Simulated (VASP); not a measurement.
Write the native input for VASP 6.6.1 that does the following.

| Quantity | Value |
| --- | --- |
| Task | single point |
| Functional | PBE |
| Potentials or basis | VASP PAW PBE potentials, release 64 (Hf_pv, C) |
| Cutoff | 520 eV |
| k mesh | 12 × 12 × 12 |
| Occupations | gaussian, width 0.05 eV |
| Spin | no spin polarisation |
| Dipole correction | no |
| Further INCAR settings | ALGO = Normal; EDIFF = 1e-06; NBANDS = 14 |

The structure of HfC lies in POSCAR:

```
HfC
1.0
    2.8814192901      0.0000000000      0.0000000000
    0.0000000000      2.8814192901      0.0000000000
    0.0000000000      0.0000000000      2.8814192901
Hf C
1 1
Direct
    0.0000000000      0.0000000000      0.0000000000
    0.5000000000      0.5000000000      0.5000000000
```

This cell differs from its parent crystal: volume scaled by 0.980.

These files were run (other wordings do the same):

INCAR

```
PREC = Accurate
ENCUT = 520
EDIFF = 1E-6
ISMEAR = 0
SIGMA = 0.05
LREAL = F
LASPH = T
NELM = 100
ALGO = Normal
ISIF = 2
LWAVE = F
LCHARG = F
GGA = PE
NBANDS = 14
```

KPOINTS

```
Automatic mesh
0
Gamma
  12 12 12
```

Potentials or basis: VASP PAW PBE potentials, release 64 (Hf_pv, C).

Launch:

```bash
$ cat potpaw_PBE.64/Hf_pv/POTCAR potpaw_PBE.64/C/POTCAR > POTCAR
$ mpirun -np 1 vasp_std > vasp.out
```

Results of the run:

```json
{"Pressure": "2.9 GPa", "Band gap on the k mesh": "zero (band 7 reaches 7.88 eV, above the bottom of band 8 at 5.89 eV)"}
```

Caveat: spin-orbit coupling is left out, which moves the levels of the heavy elements.

It took 15 s on 1 thread of AMD EPYC 9R45 96-Core Processor (Zen 5) (shared host), peak memory 0.13 GiB.
